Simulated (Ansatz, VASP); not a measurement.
**One calculation of Ge, two programs**

INCAR

```
AGGAC = 1.0
AGGAX = 1.0
ALDAC = 0.0
ALDAX = 1.0
ALGO = Normal
EDIFF = 1E-6
ENCUT = 520
GGA = B5
ISIF = 2
ISMEAR = -1
IVDW = 13
LASPH = True
LCHARG = False
LREAL = False
LWAVE = False
NBANDS = 21
NELM = 100
PREC = Accurate
SIGMA = 0.05
VDW_A1 = 0.44488865
VDW_A2 = 4.0933009
VDW_S6 = 1.0
VDW_S8 = 2.34076671
```

KPOINTS

```
k-points
0
Gamma
  8 8 8
```

File POSCAR:

```
Ge
1.0
    0.0000000000      2.7711609388      2.7711609388
    2.7711609388      0.0000000000      2.7711609388
    2.7711609388      2.7711609388      0.0000000000
Ge
2
Direct
    0.7500000000      0.7500000000      0.7500000000
    0.5000000000      0.5000000000      0.5000000000
```

The input input.yaml:

```yaml
crystal:
  lattice:
    - [0.0, 2.7711609388, 2.7711609388]
    - [2.7711609388, 0.0, 2.7711609388]
    - [2.7711609388, 2.7711609388, 0.0]
  atoms:
    - { symbol: Ge, position: [0.75, 0.75, 0.75] }
    - { symbol: Ge, position: [0.5, 0.5, 0.5] }
hamiltonian:
  xc: blyp
  pseudopotentials: { kind: paw }
  dispersion: d4
kpoints:
  mp_grid: { grid: [8, 8, 8] }
scf:
  occupations: { method: fermi_dirac, width: 0.05 }
output:
  forces: true
  stress: true
  eigenvalues: true
  write_density: true
  write_potential: true
  elf: true
  volumetric_format: npy
```

Alike in both runs: task single point; functional BLYP; dispersion D4; k mesh 8 × 8 × 8; occupations fermi-dirac, width 0.05 eV; no spin polarisation.

|  | VASP | Ansatz |
| --- | --- | --- |
| version | VASP 6.6.1 | Ansatz 0.2.0 |
| potentials or method | VASP PAW PBE potentials, release 64 (Ge_d) | Ansatz PAW |
| plane-wave cutoff (eV) | 520 | 420 |
| valence electrons in the cell | 28 | 28 |

|  | VASP | Ansatz | Ansatz less VASP |
| --- | --- | --- | --- |
| gap on the k mesh at the Fermi level (eV) | 0.36 | 0.35 | -0.012 |
| least direct gap on the mesh (eV) | 0.40 | 0.37 | -0.026 |
| pressure (GPa) | 8.2 | 7.7 | -0.41 |

VASP's potentials were made for PBE, not for BLYP.
